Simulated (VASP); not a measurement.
The system is Si2TeS3.

```
Si Te S
1.0
     5.25764    0.00000    0.00000
    -2.62882    4.55325    0.00000
     0.00000    0.00000    4.79171
Si Te S
2 1 3
Direct
  0.33333 0.66667 0.00000
  0.66667 0.33333 0.00000
  0.00000 0.00000 0.00000
  0.50000 0.00000 0.50000
  0.00000 0.50000 0.50000
  0.50000 0.50000 0.50000
```

The cell was generated, and may not be a known phase.

```yaml
Program: VASP 6.6.1
Task: relaxation of cell and atoms
Functional: PBE
Potentials_or_basis: VASP PAW PBE potentials, release 64 (Si, Te, S)
Cutoff: 600 eV
k_mesh: 12 × 12 × 8
Occupations: gaussian, width 0.1 eV
Spin: no spin polarisation
```

At the start: pressure -0.4 GPa; volume 19.12 Å³/atom.

How do energy, volume and symmetry change on relaxing?

Over 7 steps the energy falls by 3.9 meV/atom and the volume is 19.11 Å³/atom (-0.1 %); space group P6/mmm (No. 191, to 0.1 Å) before and after.

The path:
```csv
step,energy change (eV),largest force (eV/Å),pressure (GPa),volume (Å³)
1,0.0000,0.0000,-0.38,114.71
2,-0.0185,0.0000,0.18,113.95
3,-0.0214,0.0000,0.52,113.52
4,-0.0236,0.0000,0.00,114.56
5,-0.0236,0.0000,-0.04,114.64
6,-0.0236,0.0000,-0.05,114.67
7,-0.0237,0.0000,-0.02,114.63
```

Final structure:
```
Si Te S
1.0
     5.19819    0.00000    0.00000
    -2.59909    4.50176    0.00000
     0.00000    0.00000    4.89861
Si Te S
2 1 3
Direct
  0.33333 0.66667 0.00000
  0.66667 0.33333 0.00000
  0.00000 0.00000 0.00000
  0.50000 0.00000 0.50000
  0.00000 0.50000 0.50000
  0.50000 0.50000 0.50000
```
